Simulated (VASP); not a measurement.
# SrCl2 (R-3m) in VASP: notebook, part 2 of 2

VASP 6.6.1.

## Step 5: Single point, r2SCAN

POSCAR reads:

```
SrCl2
1.0
    2.4567214836      1.4183888098      4.0153159317
   -2.4567214836      1.4183888098      4.0153159317
    0.0000000000     -2.8367776197      4.0153159316
Sr Cl
1 2
Direct
    0.0000000000      0.0000000000      0.0000000000
    0.2499511381      0.2499511381      0.2499511381
    0.7500488619      0.7500488619      0.7500488619
```

INCAR.step1 reads:

```
SYSTEM = SrCl2
PREC = Accurate
ENCUT = 550
ISMEAR = 1
SIGMA = 0.5
LREAL = .False.
LASPH = .True.
NELM = 120
NBANDS = 19
GGA = PE
ALGO = Normal
EDIFF = 1E-5
LWAVE = .True.
LCHARG = .False.
GGA_COMPAT = .False.
```

INCAR.step2 reads:

```
SYSTEM = SrCl2
PREC = Accurate
ENCUT = 550
EDIFF = 1E-6
ISMEAR = 1
SIGMA = 0.5
LREAL = .False.
LASPH = .True.
NELM = 120
ALGO = Normal
ISIF = 2
LWAVE = .False.
LCHARG = .False.
METAGGA = R2SCAN
LMIXTAU = .True.
NBANDS = 19
ISTART = 1
GGA_COMPAT = .False.
```

KPOINTS reads:

```
regular mesh
0
Gamma
  4 4 4
  0 0 0
```

Launch:

```console
cat potpaw_PBE.64/Sr_sv/POTCAR potpaw_PBE.64/Cl/POTCAR > POTCAR
cp INCAR.step1 INCAR
mpirun -np 1 vasp_std > vasp.out
cp INCAR.step2 INCAR
mpirun -np 1 vasp_std > vasp.out
```

Wall time 2.5 min (1 thread of Intel Xeon 8259CL, shared host); peak memory 0.26 GiB.

Results (log left out):

```yaml
Free_energy: -35.6591 eV
Pressure: 0.7 GPa
Band_gap_on_the_k_mesh: 5.99 eV
```

Levels at points of the mesh, in eV from the valence-band top:
```csv
k point,band 8,band 9,band 10,band 11,band 12,band 13,band 14,band 15,band 16,band 17
"(0.00, 0.00, 0.00)",-2.19,-2.19,-0.35,-0.35,-0.35,6.01,6.69,6.69,9.64,9.65
"(0.50, 0.00, 0.00)",-1.61,-1.50,-1.37,-1.08,-1.08,7.31,7.31,8.25,8.30,9.40
"(0.50, 0.50, 0.00)",-1.95,-1.95,-0.41,-0.41,0.00,5.99,7.83,8.26,8.75,8.75
"(0.50, 0.50, 0.50)",-1.61,-1.50,-1.36,-1.08,-1.08,7.31,7.31,8.25,8.30,9.40
```

Caveat: the PAW data sets were made with another functional, which shifts forces and pressure a little. A k mesh can miss the band edges.

## Step 6: Single point, r2SCAN

POSCAR is that of step 5.

INCAR.step1 reads:

```
SYSTEM = SrCl2
  ALGO = Normal
  EDIFF = 1E-5
  ENCUT = 550
  GGA = PE
  GGA_COMPAT = .False.
  ISMEAR = 1
  LASPH = .True.
  LCHARG = .False.
  LREAL = .False.
  LWAVE = .True.
  NBANDS = 19
  NELM = 120
  PREC = Accurate
  SIGMA = 0.2
```

INCAR.step2 reads:

```
SYSTEM = SrCl2
  ALGO = Normal
  EDIFF = 1E-6
  ENCUT = 550
  GGA_COMPAT = .False.
  ISIF = 2
  ISMEAR = 1
  ISTART = 1
  LASPH = .True.
  LCHARG = .True.
  LELF = .True.
  LMIXTAU = .True.
  LREAL = .False.
  LVHAR = .True.
  LWAVE = .False.
  METAGGA = R2SCAN
  NBANDS = 19
  NELM = 120
  PREC = Accurate
  SIGMA = 0.2
```

KPOINTS reads:

```
k-points
0
Gamma
  4 4 4
  0 0 0
```

Potentials or basis: VASP PAW PBE potentials, release 64 (Sr_sv, Cl).

Launch:

```console
cat potpaw_PBE.64/Sr_sv/POTCAR potpaw_PBE.64/Cl/POTCAR > POTCAR
cp INCAR.step1 INCAR
mpirun -np 1 vasp_std > vasp.out
cp INCAR.step2 INCAR
mpirun -np 1 vasp_std > vasp.out
```

OUTCAR:

```text
SYSTEM = SrCl2
   EDIFF = 1E-6
   ENCUT = 550
   ISIF = 2
   ISMEAR = 1
   ISTART = 1
   LASPH = .True.
   LREAL = .False.
   METAGGA = R2SCAN
   NELM = 120
   PREC = Accurate

 ion  position               nearest neighbor table
   1  0.000  0.000  0.000-   3 3.01   2 3.01   3 3.01   3 3.01   2 3.01   2 3.01   3 3.01   2 3.01

   2  0.250  0.250  0.250-   1 3.01   1 3.01   1 3.01   1 3.01
   3  0.750  0.750  0.750-   1 3.01   1 3.01   1 3.01   1 3.01

  LATTYP: Found a trigonal (rhomboedric) cell.
 ALAT       =     4.9163064688
 COS(alpha) =     0.5005822802

  Lattice vectors:

 A1 = (   2.4567214836,   1.4183888098,   4.0153159317)
 A2 = (  -2.4567214836,   1.4183888098,   4.0153159317)
 A3 = (   0.0000000000,  -2.8367776197,   4.0153159316)

Analysis of symmetry for initial positions (statically):
=====================================================================
 Subroutine PRICEL returns:
 Original cell was already a primitive cell.

 Routine SETGRP: Setting up the symmetry group for a
 trigonal (rhombohedral) supercell.

 Subroutine GETGRP returns: Found 12 space group operations
 (whereof 12 operations were pure point group operations)
 out of a pool of 12 trial point group operations.

The static configuration has the point symmetry D_3d.

Analysis of symmetry for dynamics (positions and initial velocities):
=====================================================================
 Subroutine PRICEL returns:
 Original cell was already a primitive cell.

 Routine SETGRP: Setting up the symmetry group for a
 trigonal (rhombohedral) supercell.

 Subroutine GETGRP returns: Found 12 space group operations
 (whereof 12 operations were pure point group operations)
 out of a pool of 12 trial point group operations.

The dynamic configuration has the point symmetry D_3d.
[... 103 lines left out ...]
   EFERMI =   0.00;   METHOD = LEGACY
   ISMEAR =     1;   SIGMA  =   0.20  broadening in eV -4-tet -1-fermi 0-gaus
   EFERMI_NEDOS =   21; number of points for ismear=-14 and -15
   IALGO  =     38    algorithm
   IMIX   =      4    mixing-type and parameters
     AMIX     =   0.40;   BMIX     =  1.00
     AMIX_MAG =   1.60;   BMIX_MAG =  1.00
  volume/ion in A,a.u.               =      27.98       188.84
  Fermi-wavevector in a.u.,A,eV,Ry     =   1.078461  2.037996 15.824644  1.163079
  Thomas-Fermi vector in A             =   2.214400
   LORBIT       =      0    0 simple, 1 ext, 2 COOP (PROOUT), +10 PAW based schemes
   METAGGA = R2SCAN    functional components
   LHFCALC =     F    Hartree Fock is set to
   AEXX    =    0.0000 exact exchange contribution
   IVDW    =     0    specifies the selected vdW correction
   LEPSILON=     F    determine dielectric tensor
   LRPA    =     F    only Hartree local field effects (RPA)
 non-spin polarized calculation
 Methfessel and Paxton  Order N= 1 SIGMA  =   0.20
  energy-cutoff  :      550.00
  volume of cell :       83.95
 maximum number of plane-waves:      2477
 NGX is ok and might be reduce to    40
   NGX = 19   NGY = 19   NGZ = 19

 number of electron      24.0000003 magnetization

 Free energy of the ion-electron system (eV)
  ---------------------------------------------------
  ext. energy  EPLUGINS =         0.00000000
  ---------------------------------------------------
  free energy    TOTEN  =       -35.69160932 eV

  energy without entropy =      -35.69613531  energy(sigma->0) =      -35.69311799

 E-fermi :  -0.0507     XC(G=0):  -8.8200

 val. band max:       -0.1470444728   @ k =   0.5000   0.5000  -0.0000
 cond. band min:       5.8374692711   @ k =   0.5000   0.5000  -0.0000
 fundamental gap:      5.9845137439
 Fermi energy:        -0.0506690289

 k-point     1 :       0.0000    0.0000    0.0000
  band No.  band energies     occupation
      1     -34.0590      2.00000
      2     -15.4341      2.00000
      3     -15.4340      2.00000
      4     -15.4340      2.00000
      5     -14.0704      2.00000
      6     -13.1720      2.00000
[... 263 lines left out ...]
      6     -13.2173      2.00000
[... 11 lines left out ...]
     18       9.2479      0.00000
     19       9.5958      0.00000

------------------------ aborting loop because EDIFF is reached ----------------------------------------

  FORCE on cell =-STRESS in cart. coord.  units (eV):
  Direction    XX          YY          ZZ          XY          YZ          ZX
  --------------------------------------------------------------------------------------
  -------------------------------------------------------------------------------------
  Total        0.4267483      0.4267483      0.4166502     -0.0000000      0.0000000      0.0000000
  in kB        8.1444214      8.1444214      7.9517005     -0.0000000      0.0000000      0.0000000
  external PRESSURE =       8.0801811 kB  Pullay stress =       0.0000000 kB

 VOLUME and BASIS-vectors are now :
 -----------------------------------------------------------------------------
  energy-cutoff  :      550.00
  volume of cell :       83.95
      direct lattice vectors                 reciprocal lattice vectors
     2.456721484  1.418388810  4.015315932     0.203523274  0.117504217  0.083015469
    -2.456721484  1.418388810  4.015315932    -0.203523274  0.117504217  0.083015469
     0.000000000 -2.836777620  4.015315932     0.000000000 -0.235008434  0.083015469

 POSITION                                       TOTAL-FORCE (eV/Angst)
 -----------------------------------------------------------------------------------
      0.00000      0.00000      0.00000         0.000000     -0.000000      0.000000
      0.00000     -0.00000      3.01090         0.000000      0.000000     -0.000184
      0.00000     -0.00000      9.03505         0.000000     -0.000000      0.000184
 -----------------------------------------------------------------------------------
    total drift:                               -0.000000     -0.000000      0.000000

  FREE ENERGIE OF THE ION-ELECTRON SYSTEM (eV)
  ---------------------------------------------------
  free  energy   TOTEN  =       -35.6916093223 eV

  energy  without entropy=      -35.6961353116  energy(sigma->0) =      -35.69311799
```

OUTCAR.step1:

```text
SYSTEM = SrCl2
   EDIFF = 1E-5
   ENCUT = 550
   GGA = PE
   ISMEAR = 1
[... 500 lines left out ...]
      0.00000      0.00000      0.00000        -0.000000      0.000000      0.000000
      0.00000     -0.00000      3.01090         0.000000      0.000000     -0.000161
      0.00000     -0.00000      9.03505         0.000000     -0.000000      0.000161
 -----------------------------------------------------------------------------------
    total drift:                               -0.000000     -0.000000      0.000000

  FREE ENERGIE OF THE ION-ELECTRON SYSTEM (eV)
  ---------------------------------------------------
  free  energy   TOTEN  =       -12.7729185500 eV

  energy  without entropy=      -12.7773906457  energy(sigma->0) =      -12.77440925
```

It took 2.4 min on 1 thread of Intel Xeon 8259CL, shared host; peak memory 0.26 GiB.

What came out:

| Quantity | Value |
| --- | --- |
| Free energy | -35.6916 eV |
| Pressure | 0.8 GPa |
| Band gap on the k mesh | 5.98 eV |

Caveat: the PAW data sets were made with another functional, which shifts forces and pressure a little. A k mesh can miss the band edges.

## Step 7: The runs side by side

```tsv
level	potentials or basis	k mesh	cutoff (eV)	smearing	gap on the mesh (eV)	pressure (GPa)
PBE	VASP PAW PBE potentials, release 64 (Sr_sv, Cl)	2 × 2 × 2	500	gaussian 0.01 eV	5.37	1.8
LDA	VASP PAW LDA potentials, release 64 (Sr_sv, Cl)	4 × 4 × 4	500	gaussian 0.01 eV	4.93	-2.4
r2SCAN+rVV10	VASP PAW PBE potentials, release 64 (Sr_sv, Cl)	4 × 4 × 4	550	gaussian 0.01 eV	5.86	0.2
r2SCAN	VASP PAW PBE potentials, release 64 (Sr_sv, Cl)	4 × 4 × 4	550	methfessel-paxton 0.5 eV	5.99	0.7
r2SCAN	VASP PAW PBE potentials, release 64 (Sr_sv, Cl)	4 × 4 × 4	550	methfessel-paxton 0.2 eV	5.98	0.8
```

Alike in all rows: task single point; no spin polarisation; cell as given.

Caveats: some runs use coarse meshes; the PAW data sets were made with another functional, which shifts forces and pressure a little (at least some runs).

Total energies depend on the potentials used, so only differences within one code and one set of settings carry meaning.
